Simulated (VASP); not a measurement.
Here is a VASP 6.6.1 calculation.

Contents of POSCAR:

```
MgB2
1.0
    3.0898339017      0.0000000000      0.0000000000
   -1.5449169508      2.6758746523      0.0000000000
    0.0000000000      0.0000000000      3.5697752422
Mg B
1 2
Direct
    0.0000000000      0.0000000000      0.0000000000
    0.3333333333      0.6666666667      0.5000000000
    0.6666666667      0.3333333333      0.5000000000
```

Contents of INCAR.step1:

```
SYSTEM = MgB2
ALGO     = Normal         ! electronic algorithm
EDIFF    = 1E-4           ! SCF threshold, eV
ENCUT    = 520            ! plane-wave cutoff, eV
GGA      = PE             ! functional
ISMEAR   = 0              ! smearing method
LASPH    = .TRUE.         ! aspherical terms in the spheres
LCHARG   = .FALSE.        ! write CHGCAR
LREAL    = .FALSE.        ! projectors in reciprocal space
LWAVE    = .TRUE.         ! write WAVECAR
NBANDS   = 11             ! bands
NELM     = 80             ! most SCF steps
PREC     = Accurate       ! precision mode
SIGMA    = 0.1            ! smearing width, eV
```

Contents of INCAR.step2:

```
SYSTEM = MgB2
ALGO     = Normal         ! electronic algorithm
EDIFF    = 1E-6           ! SCF threshold, eV
ENCUT    = 520            ! plane-wave cutoff, eV
ISIF     = 2              ! what is computed and relaxed
ISMEAR   = 0              ! smearing method
ISTART   = 1            
LASPH    = .TRUE.         ! aspherical terms in the spheres
LCHARG   = .FALSE.        ! write CHGCAR
LMIXTAU  = .TRUE.       
LREAL    = .FALSE.        ! projectors in reciprocal space
LWAVE    = .FALSE.        ! write WAVECAR
METAGGA  = R2SCAN         ! meta-GGA
NBANDS   = 11             ! bands
NELM     = 80             ! most SCF steps
PREC     = Accurate       ! precision mode
SIGMA    = 0.1            ! smearing width, eV
```

Contents of KPOINTS:

```
k-points
0
G
  15 15 12
  0 0 0
```

Potentials or basis: VASP PAW PBE potentials, release 64 (Mg, B).

Run with:

```sh
$ cat potpaw_PBE.64/Mg/POTCAR potpaw_PBE.64/B/POTCAR > POTCAR
$ cp INCAR.step1 INCAR
$ mpirun -np 1 vasp_std > vasp.out
$ cp INCAR.step2 INCAR
$ mpirun -np 1 vasp_std > vasp.out
```

(1) Predict the pressure.

(2) What does it give for the band gap on the k mesh?

## Answers

(1) -4.6 GPa.

(2) zero (band 4 reaches 6.99 eV, above the bottom of band 5 at 3.13 eV).

Caveat: the PAW data sets were made with another functional, which shifts forces and pressure a little.
